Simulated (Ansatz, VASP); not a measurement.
# Cs6AlSb3 in VASP and in Ansatz

```xyz
20
Lattice="10.8446 0.0000 0.0000 0.0000 6.5069 0.0000 -2.4138 0.0000 12.4760" Properties=species:S:1:pos:R:3 pbc="T T T"
Cs    6.2963    1.6267    2.1809
Cs    2.1345    4.8802   10.2951
Cs    2.0812    1.6267    3.5325
Cs    6.3496    4.8802    8.9436
Cs    9.3639    1.6267    5.2691
Cs   -0.9331    4.8802    7.2070
Cs    4.3947    1.6267   10.7957
Cs    4.0361    4.8802    1.6803
Cs    5.5926    1.6267    6.4707
Cs    2.8382    4.8802    6.0054
Cs   10.1445    1.6267    0.6502
Cs   -1.7137    4.8802   11.8258
Al    8.4113    4.8802    2.7561
Al    0.0195    1.6267    9.7199
Sb    6.5582    4.8802    4.6956
Sb    1.8726    1.6267    7.7804
Sb    0.1336    4.8802    3.3469
Sb    8.2972    1.6267    9.1292
Sb    7.6836    4.8802    0.2160
Sb    0.7472    1.6267   12.2600
```

Alike in both runs: functional PBE; k mesh 3 × 5 × 3; occupations fermi-dirac, width 0.02 eV; no spin polarisation.

Ansatz relaxed the structure, and its values are those at the end. VASP's run is a single point on that final structure, the one shown.

|  | VASP | Ansatz |
| --- | --- | --- |
| version | VASP 6.6.1 | Ansatz 0.2.0 |
| potentials or method | VASP PAW PBE potentials, release 64 (Cs_sv, Al, Sb) | plane-wave PAW, scalar-relativistic |
| plane-wave cutoff (eV) | 520 | 420 |
| valence electrons in the cell | 144 | 204 |

Ansatz gave:

| Property | Result |
| --- | --- |
| pressure (GPa) | 0.8 |
| rms of the force components (eV/Å) | 0.007 |

Task: Estimate VASP's values.

Result: Pressure (GPa): 0.8; rms of the force components (eV/Å): 0.012.

VASP's potentials hold 144 valence electrons a cell and Ansatz's 204, so a difference there can come from the potentials and not from the codes. Ansatz's warnings: stress scf threshold loose.

Spin-orbit coupling is off throughout.
